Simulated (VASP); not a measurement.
Write the native input for VASP 6.6.1 that does the following.

| Item | Value |
| --- | --- |
| Task | single point |
| Functional | LDA |
| Potentials or basis | VASP PAW LDA potentials, release 64 (Rb_sv) |
| Cutoff | 520 eV |
| k mesh | 10 × 10 × 10 |
| Occupations | fermi-dirac, width 0.05 eV |
| Spin | no spin polarisation |
| Dipole correction | no |
| k mesh for the DOS | 15 × 15 × 15 |
| Occupations for the DOS | tetrahedron |
| Further INCAR settings | ALGO = Normal; EDIFF = 1e-06; NBANDS = 10 |

The system is Rb.

```
CELL_PARAMETERS angstrom
4.37451 0.00000 0.00000
0.00000 4.37451 0.00000
0.00000 0.00000 4.37451
ATOMIC_POSITIONS crystal
Rb 0.00000 0.00000 0.00000
```

This isn't the form of Rb at room conditions, which is bcc.

These files were run (other wordings do the same):

POSCAR

```
Rb
1.0
    4.3745061538      0.0000000000      0.0000000000
    0.0000000000      4.3745061538      0.0000000000
    0.0000000000      0.0000000000      4.3745061538
Rb
1
Direct
    0.0000000000      0.0000000000      0.0000000000
```

INCAR.step1

```
ALGO = Normal
EDIFF = 1E-6
ENCUT = 520
GGA = CA
ISIF = 2
ISMEAR = -1
LASPH = True
LCHARG = True
LREAL = False
LWAVE = False
NBANDS = 10
NELM = 100
PREC = Accurate
SIGMA = 0.05
```

KPOINTS.step1

```
k-points
0
Gamma
  10 10 10
```

INCAR.step2

```
ALGO = Normal
EDIFF = 1E-6
ENCUT = 520
GGA = CA
ICHARG = 11
ISIF = 2
ISMEAR = -5
LASPH = True
LCHARG = False
LORBIT = 11
LREAL = False
LWAVE = False
NBANDS = 10
NEDOS = 1001
NELM = 100
PREC = Accurate
SIGMA = 0.05
```

KPOINTS.step2

```
k-points
0
Gamma
  15 15 15
```

Potentials or basis: VASP PAW LDA potentials, release 64 (Rb_sv).

Run with:

```bash
$ cat potpaw_LDA.64/Rb_sv/POTCAR > POTCAR
$ cp INCAR.step1 INCAR
$ cp KPOINTS.step1 KPOINTS
$ mpirun -np 1 vasp_std > vasp.out
$ cp INCAR.step2 INCAR
$ cp KPOINTS.step2 KPOINTS
$ mpirun -np 1 vasp_std > vasp.out
```

Results of the run:

```json
{"Valence electrons inside the program's atomic spheres": "Rb 7.28"}
```

Run time: 92 s on 1 thread of Intel Xeon 8259CL (shared host), peak memory 0.22 GiB.
